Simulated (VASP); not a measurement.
Al3BP2:

```
Al B P
1.0
     4.04910    0.00000    0.00000
    -2.02455    3.50662    0.00000
     0.00000    0.00000    6.35609
Al B P
3 1 2
Direct
  0.50000 0.00000 0.00000
  0.00000 0.50000 0.00000
  0.50000 0.50000 0.00000
  0.00000 0.00000 0.50000
  0.33333 0.66667 0.50000
  0.66667 0.33333 0.50000
```

| Quantity | Value |
| --- | --- |
| Program | VASP 6.6.1 |
| Task | relaxation of cell and atoms |
| Functional | PBE |
| Potentials or basis | VASP PAW PBE potentials, release 64 (Al, B, P) |
| Cutoff | 600 eV |
| k mesh | 6 × 6 × 4 |
| Occupations | gaussian, width 0.1 eV |
| Spin | no spin polarisation |

At the start: pressure 45.5 GPa; volume 15.04 Å³/atom.

Task: How do energy, volume and symmetry change on relaxing?

Result: Over 16 steps the energy falls by 1751.2 meV/atom and the volume is 18.07 Å³/atom (+20.1 %); space group P6/mmm (No. 191, to 0.05 Å).

The path:
| step | energy change (eV) | largest force (eV/Å) | pressure (GPa) | volume (Å³) |
| --- | --- | --- | --- | --- |
| 1 | 0.0000 | 0.0000 | 45.50 | 90.25 |
| 2 | -6.2533 | 0.0000 | -9.09 | 153.53 |
| 3 | -7.0611 | 0.0000 | -3.70 | 129.77 |
| 4 | -7.5692 | 0.0000 | -3.91 | 122.44 |
| 5 | -8.9005 | 0.0000 | 1.94 | 99.69 |
| 6 | 18.3917 | 0.0000 | 283.47 | 50.79 |
| 7 | -8.9823 | 0.0000 | 3.52 | 97.50 |
| 8 | -9.0325 | 0.0000 | 6.55 | 94.45 |
| 9 | -9.4504 | 0.0000 | 4.39 | 97.26 |
| 10 | -10.4004 | 0.0000 | 5.14 | 101.66 |
| 11 | -10.3740 | 0.0000 | 5.49 | 101.72 |
| 12 | -10.4119 | 0.0000 | -3.66 | 116.17 |
| 13 | -10.4957 | 0.0000 | -0.12 | 109.20 |
| 14 | -10.4957 | 0.0000 | -0.03 | 109.05 |
| 15 | -10.5043 | 0.0000 | 0.10 | 108.73 |
| 16 | -10.5075 | 0.0000 | 0.19 | 108.40 |

Final structure:
```
Al B P
1.0
     5.99806    0.00000    0.00000
    -2.99903    5.19447    0.00000
     0.00000    0.00000    3.47908
Al B P
3 1 2
Direct
  0.50000 0.00000 0.00000
  0.00000 0.50000 0.00000
  0.50000 0.50000 0.00000
  0.00000 0.00000 0.50000
  0.33333 0.66667 0.50000
  0.66667 0.33333 0.50000
```

Caveat: the volume moved by over 15 % at a fixed basis, so the end points are rough.
